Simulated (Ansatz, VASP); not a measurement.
# Pd3PbC in VASP and in Ansatz

INCAR

```
SYSTEM = Pd3PbC
ALGO = Normal
EDIFF = 1E-6
ENCUT = 520
GGA = PE
ISIF = 2
ISMEAR = -1
LASPH = .True.
LCHARG = .False.
LREAL = .False.
LWAVE = .False.
NBANDS = 32
NELM = 80
PREC = Accurate
SIGMA = 0.1
```

Contents of KPOINTS:

```
k-points
0
Gamma
  6 6 6
  0 0 0
```

File POSCAR:

```
Pd3PbC
1.0
    4.2989450000      0.0000000000      0.0000000000
    0.0000000000      4.2989450000      0.0000000000
    0.0000000000      0.0000000000      4.2989450000
Pd Pb C
3 1 1
Direct
    0.0000000000      0.5000000000      0.5000000000
    0.5000000000      0.5000000000      0.0000000000
    0.5000000000      0.0000000000      0.5000000000
    0.0000000000      0.0000000000      0.0000000000
    0.5000000000      0.5000000000      0.5000000000
```

Input for Ansatz:

```yaml
crystal:
  lattice:
    - [4.298945, 0.0, 0.0]
    - [0.0, 4.298945, 0.0]
    - [0.0, 0.0, 4.298945]
  atoms:
    - { symbol: Pd, position: [0.0, 0.5, 0.5] }
    - { symbol: Pd, position: [0.5, 0.5, 0.0] }
    - { symbol: Pd, position: [0.5, 0.0, 0.5] }
    - { symbol: Pb, position: [0.0, 0.0, 0.0] }
    - { symbol: C, position: [0.5, 0.5, 0.5] }
basis:
  ecutwfc: 557.833418042754
kpoints:
  mp_grid:
    grid: [6, 6, 6]
scf:
  occupations:
    method: fermi_dirac
    width: 0.1
output:
  stress: true
```

Alike in both runs: task single point; functional PBE; k mesh 6 × 6 × 6; occupations fermi-dirac, width 0.1 eV; no spin polarisation.

```csv
,VASP,Ansatz
version,VASP 6.6.1,Ansatz 0.2.0
potentials or method,"VASP PAW PBE potentials, release 64 (Pd, Pb_d, C), cutoff 520 eV","plane waves, PAW"
valence electrons in the cell,48,72
```

```csv
,VASP,Ansatz,Ansatz less VASP
pressure (GPa),-1.0,-1.0,0.00
```

With one functional, cell and mesh, what is left measures potentials, basis and numerics. VASP's potentials hold 48 valence electrons a cell and Ansatz's 72, so a difference there can come from the potentials and not from the codes.

Spin-orbit coupling is off throughout.
